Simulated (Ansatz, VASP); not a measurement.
## CuO: VASP beside Ansatz

File INCAR:

```
SYSTEM = CuO
PREC = Accurate ; ENCUT = 600
EDIFF = 1E-6 ; ISMEAR = -1
SIGMA = 0.08 ; LREAL = .FALSE.
LASPH = .TRUE. ; NELM = 120
ALGO = Normal ; ISIF = 2
LWAVE = .FALSE. ; LCHARG = .FALSE.
GGA = PE ; NBANDS = 16
GGA_COMPAT = .FALSE.
```

File KPOINTS:

```
Automatic mesh
0
G
  12 12 12
  0 0 0
```

The input POSCAR:

```
CuO
1.0
    2.6542962143      0.0000000000      0.0000000000
    0.0000000000      2.6542962143      0.0000000000
    0.0000000000      0.0000000000      2.6542962143
Cu O
1 1
Direct
    0.0000000000      0.0000000000      0.0000000000
    0.5000000000      0.5000000000      0.5000000000
```

Input for Ansatz:

```yaml
crystal:
  lattice:
    - [2.6542962143, 0.0, 0.0]
    - [0.0, 2.6542962143, 0.0]
    - [0.0, 0.0, 2.6542962143]
  atoms:
    - { symbol: Cu, position: [0.0, 0.0, 0.0] }
    - { symbol: O, position: [0.5, 0.5, 0.5] }
kpoints:
  mp_grid: { grid: [12, 12, 12] }
scf:
  occupations: { method: fermi_dirac, width: 0.08 }
hamiltonian:
  xc: pbe
  pseudopotentials: { kind: all_electron, lapw: { basis_error: 0.00025 } }
output:
  forces: true
  stress: true
  eigenvalues: true
```

Change from the starting cell: volume scaled by 1.02.

Alike in both runs: task single point; functional PBE; k mesh 12 × 12 × 12; occupations fermi-dirac, width 0.08 eV; no spin polarisation.

|  | VASP | Ansatz |
| --- | --- | --- |
| version | VASP 6.6.1 | Ansatz 0.2.0 |
| potentials or method | VASP PAW PBE potentials, release 64 (Cu, O), cutoff 600 eV | all-electron LAPW, scalar-relativistic |

|  | VASP | Ansatz | Ansatz less VASP |
| --- | --- | --- | --- |
| pressure (GPa) | -3.0 | -3.2 | -0.19 |

Ansatz ran all-electron here, and VASP with PAW potentials.
